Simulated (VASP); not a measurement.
# NaH: single point with r2SCAN

NaH:

```
CELL_PARAMETERS angstrom
2.93239 0.00000 0.00000
0.00000 2.93239 0.00000
0.00000 0.00000 2.93239
ATOMIC_POSITIONS crystal
Na 0.00000 0.00000 0.00000
H 0.50000 0.50000 0.50000
```

```
Program             : VASP 6.6.1
Task                : single point
Functional          : r2SCAN
Potentials or basis : VASP PAW PBE potentials, release 64 (Na_pv, H)
Cutoff              : 520 eV
k mesh              : 8 × 8 × 8
Occupations         : gaussian, width 0.01 eV
Spin                : no spin polarisation
```

The pressure is -0.3 GPa and the band gap on the k mesh is 1.61 eV, indirect (least direct gap 5.17 eV).

Levels at points of the mesh, in eV from the valence-band top:
| k point | band 2 | band 3 | band 4 | band 5 | band 6 | band 7 |
| --- | --- | --- | --- | --- | --- | --- |
| (0.00, 0.00, 0.00) | -25.48 | -25.48 | -6.07 | 9.89 | 11.68 | 11.68 |
| (0.50, 0.00, 0.00) | -25.47 | -25.47 | -3.56 | 1.61 | 12.15 | 14.92 |
| (0.50, 0.50, 0.00) | -25.63 | -25.45 | -1.86 | 4.86 | 4.86 | 7.86 |
| (0.50, 0.50, 0.50) | -25.61 | -25.61 | 0.00 | 7.31 | 7.31 | 7.31 |

Run time: 10 s on 1 thread of Intel(R) Xeon(R) 6975P-C (Granite Rapids), on a shared host, peak memory 0.14 GiB.

Caveat: the PAW data sets were made with another functional, which shifts forces and pressure a little. r2SCAN opens gaps a little over a GGA but as a rule still falls short of measured ones.
